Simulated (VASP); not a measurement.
# HfSiO4 (I4_1/amd) in VASP: single point with LDA

Aim: the single point of HfSiO4 with LDA.

All numbers are computed with VASP 6.6.1; they aren't measurements. Logs are shortened: lines on timing, memory, paths and dates and some standing lists are left out, and cuts for length are marked.

**1. The cell of the first run**

The structure is tetragonal, space group I4_1/amd (No. 141). Conventional cell: a = 6.645 Å, b = 6.645 Å, c = 6.014 Å, α = 90.00°, β = 90.00°, γ = 90.00°. Hf (site symmetry -4m2) has 8 O at 2.14 to 2.28 Å within 2.8 Å. Within 2.2 Å of Si (site symmetry -4m2) lie 4 O at 1.64 Å. Within 2.3 Å of O (site symmetry m) lie 1 Si at 1.64 Å and 2 Hf at 2.14 to 2.28 Å.

**2. Single point, LDA**

Contents of POSCAR:

```
HfSiO4
1.0
   -3.3227451987      3.3227451987      3.0072237606
    3.3227451987     -3.3227451987      3.0072237606
    3.3227451987      3.3227451987     -3.0072237606
Hf Si O
2 2 8
Direct
    0.7500000000      0.2500000000      0.5000000000
    0.0000000000      0.0000000000      0.0000000000
    0.2500000000      0.7500000000      0.5000000000
    0.5000000000      0.5000000000      0.0000000000
    0.1347369477      0.3189317715      0.8158051761
    0.0689317715      0.7531265954      0.6841948239
    0.5031265954      0.3189317715      0.1841948239
    0.0689317715      0.3847369477      0.3158051761
    0.6152630523      0.9310682285      0.6841948239
    0.6810682285      0.8652630523      0.1841948239
    0.2468734046      0.9310682285      0.3158051761
    0.6810682285      0.4968734046      0.8158051761
```

Contents of INCAR.step1:

```
PREC     = Accurate       # precision mode
ENCUT    = 520            # plane-wave cutoff, eV
EDIFF    = 1E-6           # SCF threshold, eV
ISMEAR   = 0              # smearing method
SIGMA    = 0.02           # smearing width, eV
LREAL    = F              # projectors in reciprocal space
LASPH    = T              # aspherical terms in the spheres
NELM     = 100            # most SCF steps
ALGO     = Normal         # electronic algorithm
ISIF     = 2              # what is computed and relaxed
LWAVE    = F              # write WAVECAR
LCHARG   = T              # write CHGCAR
LMAXMIX  = 4              # l up to which the mixer works
GGA      = CA             # functional
NBANDS   = 50             # bands
```

Contents of KPOINTS.step1:

```
regular mesh
0
Gamma
  6 6 6
```

Contents of INCAR.step2:

```
PREC     = Accurate       # precision mode
ENCUT    = 520            # plane-wave cutoff, eV
EDIFF    = 1E-6           # SCF threshold, eV
ISMEAR   = -5             # smearing method
SIGMA    = 0.02           # smearing width, eV
LREAL    = F              # projectors in reciprocal space
LASPH    = T              # aspherical terms in the spheres
NELM     = 100            # most SCF steps
ALGO     = Normal         # electronic algorithm
ISIF     = 2              # what is computed and relaxed
LWAVE    = F              # write WAVECAR
LCHARG   = F              # write CHGCAR
LMAXMIX  = 4              # l up to which the mixer works
GGA      = CA             # functional
LORBIT   = 10             # projections on sites
NEDOS    = 1001           # points of the DOS
ICHARG   = 11             # starting density
```

Contents of KPOINTS.step2:

```
regular mesh
0
Gamma
  9 9 9
```

Potentials or basis: VASP PAW LDA potentials, release 64 (Hf_pv, Si, O).

On the command line:

```console
$ cat potpaw_LDA.64/Hf_pv/POTCAR potpaw_LDA.64/Si/POTCAR potpaw_LDA.64/O/POTCAR > POTCAR
$ cp INCAR.step1 INCAR
$ cp KPOINTS.step1 KPOINTS
$ mpirun -np 1 vasp_std > vasp.out
$ cp INCAR.step2 INCAR
$ cp KPOINTS.step2 KPOINTS
$ mpirun -np 1 vasp_std > vasp.out
```

OUTCAR:

```text
PREC = Accurate
   ENCUT = 520
   EDIFF = 1E-6
   ISMEAR = -5
   LREAL = F
   LASPH = T
   NELM = 100
   ISIF = 2
   GGA = CA
   LORBIT = 10
   ICHARG = 11

 ion  position               nearest neighbor table
   1  0.750  0.250  0.500-   7 2.14  12 2.14  10 2.14   5 2.14   6 2.28  11 2.28   9 2.28   8 2.28
                             3 3.01   3 3.01   2 3.65   2 3.65   2 3.65   2 3.65
   2  0.000  0.000  0.000-   6 2.14  11 2.14   9 2.14   8 2.14   7 2.28  12 2.28   5 2.28  10 2.28
                             4 3.01   4 3.01   1 3.65   1 3.65   1 3.65   1 3.65
   3  0.250  0.750  0.500-   8 1.64   9 1.64   6 1.64  11 1.64   1 3.01   1 3.01
   4  0.500  0.500  0.000-   5 1.64  10 1.64   7 1.64  12 1.64   2 3.01   2 3.01
   5  0.135  0.319  0.816-   4 1.64   1 2.14   2 2.28
   6  0.069  0.753  0.684-   3 1.64   2 2.14   1 2.28
   7  0.503  0.319  0.184-   4 1.64   1 2.14   2 2.28
   8  0.069  0.385  0.316-   3 1.64   2 2.14   1 2.28
   9  0.615  0.931  0.684-   3 1.64   2 2.14   1 2.28
  10  0.681  0.865  0.184-   4 1.64   1 2.14   2 2.28
  11  0.247  0.931  0.316-   3 1.64   2 2.14   1 2.28
  12  0.681  0.497  0.816-   4 1.64   1 2.14   2 2.28

  LATTYP: Found a body centered tetragonal cell.
 ALAT       =     6.6454903974
 C/A-ratio  =     0.9050419400

  Lattice vectors:

 A1 = (  -3.3227451987,   3.3227451987,   3.0072237606)
 A2 = (   3.3227451987,  -3.3227451987,   3.0072237606)
 A3 = (   3.3227451987,   3.3227451987,  -3.0072237606)

Analysis of symmetry for initial positions (statically):
=====================================================================
 Subroutine PRICEL returns:
 Original cell was already a primitive cell.

 Routine SETGRP: Setting up the symmetry group for a
 body centered tetragonal supercell.

 Subroutine GETGRP returns: Found 16 space group operations
 (whereof  8 operations were pure point group operations)
 out of a pool of 16 trial point group operations.

The static configuration has the point symmetry D_2d.
 The point group associated with its full space group is D_4h.

Analysis of symmetry for dynamics (positions and initial velocities):
=====================================================================
 Subroutine PRICEL returns:
 Original cell was already a primitive cell.

 Routine SETGRP: Setting up the symmetry group for a
 body centered tetragonal supercell.

 Subroutine GETGRP returns: Found 16 space group operations
 (whereof  8 operations were pure point group operations)
 out of a pool of 16 trial point group operations.

The dynamic configuration has the point symmetry D_2d.
 The point group associated with its full space group is D_4h.

 Subroutine INISYM returns: Found 16 space group operations
 (whereof  8 operations are pure point group operations),
 and found     1 'primitive' translations

----------------------------------------------------------------------------------------

                                     Primitive cell

  volume of cell :     132.8066

  direct lattice vectors                    reciprocal lattice vectors
    -3.322745199  3.322745199  3.007223761     0.000000000  0.150477984  0.166266311
     3.322745199 -3.322745199  3.007223761     0.150477984  0.000000000  0.166266311
     3.322745199  3.322745199 -3.007223761     0.150477984  0.150477984  0.000000000

  length of vectors
     5.578948472  5.578948472  5.578948472     0.224250106  0.224250106  0.212808006

  position of ions in fractional coordinates (direct lattice)
     0.750000000  0.250000000  0.500000000
     0.000000000  0.000000000  0.000000000
     0.250000000  0.750000000  0.500000000
     0.500000000  0.500000000  0.000000000
     0.134736948  0.318931771  0.815805176
     0.068931771  0.753126595  0.684194824
     0.503126595  0.318931771  0.184194824
     0.068931771  0.384736948  0.315805176
     0.615263052  0.931068229  0.684194824
     0.681068229  0.865263052  0.184194824
     0.246873405  0.931068229  0.315805176
     0.681068229  0.496873405  0.815805176

  ion indices of the primitive-cell ions
   primitive index   ion index
                 1           1
                 2           2
                 3           3
                 4           4
                 5           5
                 6           6
                 7           7
                 8           8
                 9           9
                10          10
                11          11
                12          12

----------------------------------------------------------------------------------------

 KPOINTS: regular mesh

Automatic generation of k-mesh.
 Grid dimensions read from file:
 generate k-points for:    9    9    9

 Generating k-lattice:

  Cartesian coordinates                     Fractional coordinates (reciprocal lattice)
     0.000000000  0.016719776  0.018474035     0.111111111  0.000000000  0.000000000
     0.016719776  0.000000000  0.018474035     0.000000000  0.111111111  0.000000000
     0.016719776  0.016719776  0.000000000     0.000000000  0.000000000  0.111111111

  Length of vectors
     0.024916678  0.024916678  0.023645334

  Shift w.r.t. Gamma in fractional coordinates (k-lattice)
     0.000000000  0.000000000  0.000000000

 TETIRR: Found   1695 inequivalent tetrahedra from     4374

 Subroutine IBZKPT returns following result:
 ===========================================

 Found     75 irreducible k-points:

 Following reciprocal coordinates:
            Coordinates               Weight
  0.000000  0.000000  0.000000      1.000000
  0.111111  0.000000 -0.000000      8.000000
  0.222222  0.000000 -0.000000      8.000000
  0.333333  0.000000 -0.000000      8.000000
  0.444444  0.000000 -0.000000      8.000000
  0.111111  0.111111 -0.000000      8.000000
[... 16 lines left out ...]
 -0.333333  0.333333  0.000000      4.000000
  0.444444  0.444444  0.000000      8.000000
 [... further k-points ...]
   k-points           NKPTS =     75   k-points in BZ     NKDIM =     75   number of bands    NBANDS=     45
   number of dos      NEDOS =   1001   number of ions     NIONS =     12
   total plane-waves  NPLWV =  74088
   dimension x,y,z NGX =    42 NGY =   42 NGZ =   42
   dimension x,y,z NGXF=    84 NGYF=   84 NGZF=   84
   ions per type =               2   2   8
   NGX,Y,Z   is equivalent  to a cutoff of  12.52, 12.52, 12.52 a.u.
   NGXF,Y,Z  is equivalent  to a cutoff of  25.03, 25.03, 25.03 a.u.
 SYSTEM =  unknown system
   PREC   = accura    normal or accurate (medium, high low for compatibility)
   ISTART =      0    job   : 0-new  1-cont  2-samecut
   ICHARG =     11    charge: 1-file 2-atom 10-const
   ISPIN  =      1    spin polarized calculation?
   LNONCOLLINEAR =      F non collinear calculations
   LSORBIT =      F    spin-orbit coupling
   LASPH  =      T    aspherical Exc in radial PAW
   ENCUT  =  520.0 eV  38.22 Ry    6.18 a.u.  10.37 10.37 10.37*2*pi/ulx,y,z
   NELM   =    100;   NELMIN=  2; NELMDL=  0     # of ELM steps
   EDIFF  = 0.1E-05   stopping-criterion for ELM
   LREAL  =      F    real-space projection
   EDIFFG = 0.1E-04   stopping-criterion for IOM
   NSW    =      0    number of steps for IOM
   IBRION =     -1    ionic relax: 0-MD 1-quasi-New 2-CG
   NFREE  =      0    steps in history (QN), initial steepest desc. (CG)
   ISIF   =      2    stress and relaxation
   ISYM   =      2    0-nonsym 1-usesym 2-fastsym
   POTIM  = 0.5000    time-step for ionic-motion
   TEBEG  =    0.0;   TEEND  =   0.0 temperature during run
   PSTRESS=    0.0 pullay stress
   NELECT =      76.0000    total number of electrons
   NUPDOWN=      -1.0000    fix difference up-down
   EMIN   =  10.00;   EMAX   =-10.00  energy-range for DOS
   EFERMI =   0.00;   METHOD = LEGACY
   ISMEAR =    -5;   SIGMA  =   0.02  broadening in eV -4-tet -1-fermi 0-gaus
   EFERMI_NEDOS =   21; number of points for ismear=-14 and -15
   IALGO  =     38    algorithm
   IMIX   =      4    mixing-type and parameters
     AMIX     =   0.40;   BMIX     =  1.00
     AMIX_MAG =   1.60;   BMIX_MAG =  1.00
  volume/ion in A,a.u.               =      11.07        74.69
  Fermi-wavevector in a.u.,A,eV,Ry     =   1.359167  2.568453 25.134510  1.847334
  Thomas-Fermi vector in A             =   2.485938
   LORBIT       =     10    0 simple, 1 ext, 2 COOP (PROOUT), +10 PAW based schemes
   GGA     = CA    functional components
   LHFCALC =     F    Hartree Fock is set to
   AEXX    =    0.0000 exact exchange contribution
   IVDW    =     0    specifies the selected vdW correction
   LEPSILON=     F    determine dielectric tensor
   LRPA    =     F    only Hartree local field effects (RPA)
 non-spin polarized calculation
 Fermi weights with tetrahedron method with Bloechl corrections
  energy-cutoff  :      520.00
  volume of cell :      132.81
 maximum number of plane-waves:      3603
 NGX is ok and might be reduce to    42

 number of electron      76.0000018 magnetization

 Free energy of the ion-electron system (eV)
  ---------------------------------------------------
  ext. energy  EPLUGINS =         0.00000000
  ---------------------------------------------------
  free energy    TOTEN  =      -118.75622116 eV

  energy without entropy =     -118.75622116  energy(sigma->0) =     -118.75622116

 E-fermi :   2.8475     XC(G=0): -11.4545

 val. band max:        2.8279058506   @ k =   0.0000   0.0000   0.0000
 cond. band min:       7.9026681650   @ k =   0.2222   0.2222   0.2222
 fundamental gap:      5.0747623144
 Fermi energy:         2.8475191966

 k-point     1 :       0.0000    0.0000    0.0000
  band No.  band energies     occupation
      1     -26.4328      2.00000
      2     -26.4328      2.00000
      3     -26.3718      2.00000
      4     -26.3642      2.00000
      5     -26.2725      2.00000
      6     -26.2725      2.00000
[... 1141 lines left out ...]
     44       9.1817      0.00000
     45      10.3837      0.00000

 [... further k-points ...]

------------------------ aborting loop because EDIFF is reached ----------------------------------------

  FORCE on cell =-STRESS in cart. coord.  units (eV):
  Direction    XX          YY          ZZ          XY          YZ          ZX
  --------------------------------------------------------------------------------------
  -------------------------------------------------------------------------------------
  Total      -10.3116451    -10.3116451    -10.8643150      0.0000000      0.0000000      0.0000000
  in kB     -124.3995266   -124.3995266   -131.0669272      0.0000000      0.0000000      0.0000000
  external PRESSURE =    -126.6219935 kB  Pullay stress =       0.0000000 kB

 VOLUME and BASIS-vectors are now :
 -----------------------------------------------------------------------------
  energy-cutoff  :      520.00
  volume of cell :      132.81
      direct lattice vectors                 reciprocal lattice vectors
    -3.322745199  3.322745199  3.007223761     0.000000000  0.150477984  0.166266311
     3.322745199 -3.322745199  3.007223761     0.150477984  0.000000000  0.166266311
     3.322745199  3.322745199 -3.007223761     0.150477984  0.150477984  0.000000000

 POSITION                                       TOTAL-FORCE (eV/Angst)
 -----------------------------------------------------------------------------------
      0.00000      3.32275      1.50361        -0.000000     -0.000000      0.000000
      0.00000      0.00000      0.00000        -0.000000     -0.000000      0.000000
      3.32275      0.00000      1.50361        -0.000000     -0.000000      0.000000
      0.00000      0.00000      3.00722        -0.000000     -0.000000      0.000000
      3.32275      2.09868     -1.08903         0.000000     -0.057932     -0.218073
      4.54681     -0.00000      0.41459         0.057932     -0.000000     -0.218073
      0.00000      1.22406      1.91820        -0.000000      0.057932     -0.218073
      2.09868     -0.00000      0.41459        -0.057932      0.000000     -0.218073
      3.32275      1.22406      2.59264        -0.000000      0.057932      0.218073
      1.22406      0.00000      4.09625         0.057932     -0.000000      0.218073
      3.32275     -1.22406      2.59264         0.000000     -0.057932      0.218073
      2.09868      3.32275      1.08903        -0.057932      0.000000      0.218073
 -----------------------------------------------------------------------------------
    total drift:                               -0.000000      0.000000      0.000000

  FREE ENERGIE OF THE ION-ELECTRON SYSTEM (eV)
  ---------------------------------------------------
  free  energy   TOTEN  =      -118.7562211577 eV

  energy  without entropy=     -118.7562211577  energy(sigma->0) =     -118.75622116

 total charge

# of ion       s       p       d       tot
------------------------------------------
    1        0.286   6.570   1.357   8.212
    2        0.286   6.570   1.357   8.212
    3        0.668   1.005   0.000   1.673
    4        0.668   1.005   0.000   1.673
    5        1.543   3.579   0.000   5.122
    6        1.543   3.579   0.000   5.122
    7        1.543   3.579   0.000   5.122
    8        1.543   3.579   0.000   5.122
    9        1.543   3.579   0.000   5.122
   10        1.543   3.579   0.000   5.122
   11        1.543   3.579   0.000   5.122
   12        1.543   3.579   0.000   5.122
--------------------------------------------------
tot         14.254  43.780   2.713  60.747
```

Wall time 5.5 min (1 thread of Intel Xeon 6975P-C (Granite Rapids), shared host); peak memory 0.44 GiB.

Results:

```yaml
Valence_electrons_inside_the_program's_atomic_spheres: Hf 8.21; Si 1.67; O 5.12
```

Caveat: spin-orbit coupling is left out, which moves the levels of the heavy elements.
